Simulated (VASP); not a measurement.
# Zn (P6/mmm) in VASP: notebook, part 2 of 2

VASP 6.6.1. The steps go on from the part before.

## (3) Single point, LDA (volume scaled by 0.88)

Contents of INCAR:

```
SYSTEM = Zn
  PREC = Accurate
  ENCUT = 520
  EDIFF = 1E-6
  ISMEAR = -1
  SIGMA = 0.1
  LREAL = .FALSE.
  LASPH = .TRUE.
  NELM = 100
  ALGO = Normal
  ISIF = 2
  LWAVE = .FALSE.
  LCHARG = .FALSE.
  NBANDS = 25
```

Contents of KPOINTS:

```
Automatic mesh
0
G
  10 10 14
  0 0 0
```

Contents of POSCAR:

```
Zn
1.0
    4.1096195289      0.0000000000      0.0000000000
   -2.0548097644      3.5590349119      0.0000000000
    0.0000000000      0.0000000000      2.5032311014
Zn
3
Direct
    1.0000000000      1.0000000000      0.0000000000
    0.3333333333      0.6666666667      0.5000000000
    0.6666666667      0.3333333333      0.5000000000
```

Potentials or basis: VASP PAW LDA potentials, release 64 (Zn).

Launch:

```console
$ cat potpaw_LDA.64/Zn/POTCAR > POTCAR
$ mpirun -np 1 vasp_std > vasp.out
```

OUTCAR:

```text
SYSTEM = Zn
   PREC = Accurate
   ENCUT = 520
   EDIFF = 1E-6
   ISMEAR = -1
   LREAL = .FALSE.
   LASPH = .TRUE.
   NELM = 100
   ISIF = 2

 ion  position               nearest neighbor table
   1  0.000  0.000  0.000-   2 2.68   3 2.68   2 2.68   3 2.68   2 2.68   2 2.68   3 2.68   3 2.68
                             3 2.68   3 2.68   2 2.68   2 2.68
   2  0.333  0.667  0.500-   3 2.37   3 2.37   3 2.37   1 2.68   1 2.68   1 2.68   1 2.68   1 2.68
                             1 2.68
   3  0.667  0.333  0.500-   2 2.37   2 2.37   2 2.37   1 2.68   1 2.68   1 2.68   1 2.68   1 2.68
                             1 2.68

  LATTYP: Found a hexagonal cell.
 ALAT       =     4.1096195289
 C/A-ratio  =     0.6091150492

  Lattice vectors:

 A1 = (   4.1096195289,   0.0000000000,   0.0000000000)
 A2 = (  -2.0548097644,   3.5590349119,   0.0000000000)
 A3 = (   0.0000000000,   0.0000000000,   2.5032311014)

Analysis of symmetry for initial positions (statically):
=====================================================================
 Subroutine PRICEL returns:
 Original cell was already a primitive cell.

 Routine SETGRP: Setting up the symmetry group for a
 hexagonal supercell.

[... 168 lines left out ...]
 E-fermi :   5.0081     XC(G=0): -13.1137

 val. band max:        4.9911621162   @ k =   0.3000   0.0000   0.3571
 cond. band min:       5.0275350673   @ k =   0.2000   0.1000   0.4286
 fundamental gap:      0.0363729511
 Fermi energy:         5.0081273586

 k-point     1 :       0.0000    0.0000    0.0000
  band No.  band energies     occupation
      1      -7.6452      2.00000
      2      -4.7812      2.00000
      3      -4.0383      2.00000
      4      -3.9908      2.00000
      5      -3.9908      2.00000
      6      -3.9182      2.00000
[... 661 lines left out ...]
     24      17.7460      0.00000
     25      17.8600      0.00000

 [... further k-points ...]

------------------------ aborting loop because EDIFF is reached ----------------------------------------

  FORCE on cell =-STRESS in cart. coord.  units (eV):
  Direction    XX          YY          ZZ          XY          YZ          ZX
  --------------------------------------------------------------------------------------
  -------------------------------------------------------------------------------------
  Total        3.9435501      3.9435501      4.1793513      0.0000000      0.0000000     -0.0000000
  in kB      172.5691404    172.5691404    182.8877642      0.0000000      0.0000000     -0.0000000
  external PRESSURE =     176.0086817 kB  Pullay stress =       0.0000000 kB

 VOLUME and BASIS-vectors are now :
 -----------------------------------------------------------------------------
  energy-cutoff  :      520.00
  volume of cell :       36.61
      direct lattice vectors                 reciprocal lattice vectors
     4.109619529  0.000000000  0.000000000     0.243331528  0.140487523  0.000000000
    -2.054809764  3.559034912  0.000000000     0.000000000  0.280975047  0.000000000
     0.000000000  0.000000000  2.503231101     0.000000000  0.000000000  0.399483691

 POSITION                                       TOTAL-FORCE (eV/Angst)
 -----------------------------------------------------------------------------------
      0.00000      0.00000      0.00000         0.000000      0.000000      0.000000
     -0.00000      2.37269      1.25162         0.000000      0.000000      0.000000
      2.05481      1.18634      1.25162        -0.000000      0.000000     -0.000000
 -----------------------------------------------------------------------------------
    total drift:                               -0.000000      0.000000      0.000000

  FREE ENERGIE OF THE ION-ELECTRON SYSTEM (eV)
  ---------------------------------------------------
  free  energy   TOTEN  =        -5.0553924481 eV

  energy  without entropy=       -5.0336034719  energy(sigma->0) =       -5.04449796
```

OSZICAR:

```text
N       E                     dE             d eps       ncg     rms          rms(c)
DAV:   1     0.191932596595E+03    0.19193E+03   -0.18274E+04  5928   0.245E+03
DAV:   2     0.468922701240E+01   -0.18724E+03   -0.18161E+03  5616   0.364E+02
DAV:   3    -0.554218398115E+01   -0.10231E+02   -0.10158E+02  6071   0.980E+01
DAV:   4    -0.562928495508E+01   -0.87101E-01   -0.87063E-01  6434   0.955E+00
DAV:   5    -0.562939824675E+01   -0.11329E-03   -0.11329E-03  6420   0.299E-01    0.855E+00
DAV:   6    -0.511744924838E+01    0.51195E+00   -0.18600E+00  6549   0.277E+01    0.574E+00
DAV:   7    -0.507315418319E+01    0.44295E-01   -0.92009E-02  6654   0.477E+00    0.278E+00
DAV:   8    -0.505545372727E+01    0.17700E-01   -0.46452E-03  8507   0.220E+00    0.880E-02
DAV:   9    -0.505539415018E+01    0.59577E-04   -0.94525E-04  8452   0.907E-01    0.386E-02
DAV:  10    -0.505539070434E+01    0.34458E-05   -0.11545E-04  9025   0.277E-01    0.143E-02
DAV:  11    -0.505539217785E+01   -0.14735E-05   -0.40506E-05  6479   0.206E-01    0.634E-03
DAV:  12    -0.505539244806E+01   -0.27020E-06   -0.38778E-06  5669   0.785E-02
   1 F= -.50553924E+01 E0= -.50444980E+01  d E =-.217890E-01
```

Wall time 2 min (1 thread of AMD EPYC 7R13, shared host); peak memory 0.16 GiB.

Results:

| Quantity | Value |
| --- | --- |
| Free energy | -5.0554 eV |
| Pressure | 17.6 GPa |
| Band gap on the k mesh | zero (band 18 reaches 9.50 eV, above the bottom of band 19 at 3.84 eV) |

Stress tensor (GPa, compression positive):
```
17.26  0.00  0.00
 0.00 17.26  0.00
 0.00  0.00 18.29
```

## (4) Single point, LDA (volume scaled by 0.92)

Contents of INCAR:

```
SYSTEM = Zn
  PREC = Accurate
  ENCUT = 520
  EDIFF = 1E-6
  ISMEAR = -1
  SIGMA = 0.1
  LREAL = .FALSE.
  LASPH = .TRUE.
  NELM = 80
  ALGO = Normal
  ISIF = 2
  LWAVE = .FALSE.
  LCHARG = .TRUE.
  LELF = .TRUE.
  LVHAR = .TRUE.
  NBANDS = 25
```

KPOINTS is that of step 3.

Contents of POSCAR:

```
Zn
1.0
    4.1709661781      0.0000000000      0.0000000000
   -2.0854830891      3.6121626686      0.0000000000
    0.0000000000      0.0000000000      2.5405982687
Zn
3
Direct
    1.0000000000      1.0000000000      0.0000000000
    0.3333333333      0.6666666667      0.5000000000
    0.6666666667      0.3333333333      0.5000000000
```

Launch:

```console
$ cat potpaw_LDA.64/Zn/POTCAR > POTCAR
$ mpirun -np 1 vasp_std > vasp.out
```

It took 2.3 min on 1 thread of AMD EPYC 7R13, shared host; peak memory 0.17 GiB.

The run converged. Its results:

- Free energy: -5.1996 eV
- Pressure: 10.4 GPa
- Band gap on the k mesh: zero (band 18 reaches 9.00 eV, above the bottom of band 19 at 3.43 eV)

Stress tensor (GPa, compression positive):
```
10.08  0.00  0.00
 0.00 10.08  0.00
 0.00  0.00 11.09
```

Levels at points of the mesh, in eV from the Fermi level:
| k point | band 15 | band 16 | band 17 | band 18 | band 19 | band 20 | band 21 | band 22 |
| --- | --- | --- | --- | --- | --- | --- | --- | --- |
| (0.00, 0.00, 0.00) | -7.61 | -7.61 | 0.49 | 0.49 | 0.52 | 0.52 | 1.39 | 1.56 |
| (0.50, 0.00, 0.00) | -7.60 | -7.56 | -7.33 | -3.66 | -0.85 | 9.49 | 9.55 | 9.59 |
| (0.00, 0.00, 0.50) | -7.41 | -5.10 | -4.83 | 4.46 | 4.48 | 4.48 | 5.51 | 5.90 |
| (0.50, 0.00, 0.50) | -7.49 | -3.43 | -2.83 | -1.46 | -1.12 | 2.59 | 3.34 | 4.21 |

## (5) Overview

```csv
cell,k mesh,gap on the mesh (eV),pressure (GPa)
"a = 4.289, b = 4.289, c = 2.612 Å, angles 90.0, 90.0, 120.0°, 3 atoms",8 × 8 × 12,none,0.7
"a = 4.110, b = 4.110, c = 2.503 Å, angles 90.0, 90.0, 120.0°, 3 atoms",10 × 10 × 14,none,17.6
"a = 4.171, b = 4.171, c = 2.541 Å, angles 90.0, 90.0, 120.0°, 3 atoms",10 × 10 × 14,none,10.4
```

Alike in all rows: task single point; level LDA; potentials or basis VASP PAW LDA potentials, release 64 (Zn); no spin polarisation; cutoff (eV) 520; smearing fermi-dirac 0.1 eV.

Absolute energies hang on the potentials; compare differences alone.
